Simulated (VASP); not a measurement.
Set up this calculation in VASP 6.6.1, as the native input.

```
Task                   : relaxation of cell and atoms
Functional             : PBE
Potentials or basis    : VASP PAW PBE potentials, release 64 (Co, Si)
Cutoff                 : 600 eV
k mesh                 : 13 × 13 × 13
Occupations            : fermi-dirac, width 0.05 eV
Spin                   : no spin polarisation
Target pressure        : -0.00054 GPa
Dipole correction      : no
Further INCAR settings : ALGO = Normal; EDIFF = 1e-06; IBRION = 2; EDIFFG = -0.005; NSW = 32; ISIF = 3
```

The structure of CoSi (zincblende type) lies in POSCAR:

```
CoSi
1.0
    0.0000000000      2.5436195725      2.5436195725
    2.5436195725      0.0000000000      2.5436195725
    2.5436195725      2.5436195725      0.0000000000
Co Si
1 1
Direct
    0.0000000000      0.0000000000      0.0000000000
    0.2500000000      0.2500000000      0.2500000000
```

One way to write it, as run:

INCAR

```
SYSTEM = CoSi
ALGO = Normal
EDIFF = 1E-6
EDIFFG = -0.005
ENCUT = 600
GGA = PE
IBRION = 2
ISIF = 3
ISMEAR = -1
LASPH = .True.
LCHARG = .False.
LREAL = .False.
LWAVE = .False.
NELM = 80
NSW = 32
PREC = Accurate
PSTRESS = -0.0054
SIGMA = 0.05
```

KPOINTS

```
k-points
0
Gamma
  13 13 13
  0 0 0
```

Potentials or basis: VASP PAW PBE potentials, release 64 (Co, Si).

Command:

```sh
$ cat potpaw_PBE.64/Co/POTCAR potpaw_PBE.64/Si/POTCAR > POTCAR
$ mpirun -np 1 vasp_std > vasp.out
```

It gave:

- Relaxed volume: 16.44 Å³/atom
- Relaxed cell: a = 3.596 Å, b = 3.596 Å, c = 3.596 Å, α = 60.00°, β = 60.00°, γ = 60.00°
- Space group after relaxing (to 0.1 Å): F-43m (No. 216)
- Energy change on relaxing (the run minimises the enthalpy): +0.0 meV/atom
- Ionic steps: 2
- Pressure after relaxing: 0.0 GPa
- Band gap on the k mesh: zero (an odd number of electrons rules out a gap without spin polarisation)

Caveat: the cell is relaxed towards a set pressure, so the run minimises the enthalpy, not the energy; the run has no spin polarisation, though such a crystal can be magnetic.

It took 99 s on 1 thread of AMD EPYC 7R13 (shared host), peak memory 0.17 GiB.
